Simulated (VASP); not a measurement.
A run of VASP 6.6.1 is set up as follows.

Contents of INCAR:

```
SYSTEM = TiSi2
PREC = Accurate
ENCUT = 520
EDIFF = 1E-7
ISMEAR = 0
SIGMA = 0.1
LREAL = .False.
LASPH = .True.
NELM = 60
ALGO = Normal
ISIF = 2
LWAVE = .False.
LCHARG = .False.
GGA = PS
NBANDS = 29
```

Contents of KPOINTS:

```
Automatic mesh
0
Gamma
  10 10 10
  0 0 0
```

File POSCAR:

```
TiSi2
1.0
    0.0000000000      4.0601215493      4.2272436344
    2.3650679217      0.0000000000      4.2272436344
    2.3650679217      4.0601215493      0.0000000000
Ti Si
2 4
Direct
    0.7500000000      0.7500000000      0.7500000000
    0.5000000000      0.5000000000      0.5000000000
    0.0860917544      0.4139082456      0.0860917544
    0.4139082456      0.0860917544      0.4139082456
    0.1639082456      0.8360917544      0.1639082456
    0.8360917544      0.1639082456      0.8360917544
```

Potentials or basis: VASP PAW PBE potentials, release 64 (Ti_sv, Si).

Launch:

```console
$ cat potpaw_PBE.64/Ti_sv/POTCAR potpaw_PBE.64/Si/POTCAR > POTCAR
$ mpirun -np 1 vasp_std > vasp.out
```

(1) Predict the band gap on the k mesh.

(2) Predict the pressure.

Results:

(1) zero (bands 20 and 21 overlap by 1.92 eV).

(2) 3.1 GPa.

Caveat: the cell stands under pressure; the PAW data sets were made with another functional, which shifts forces and pressure a little.
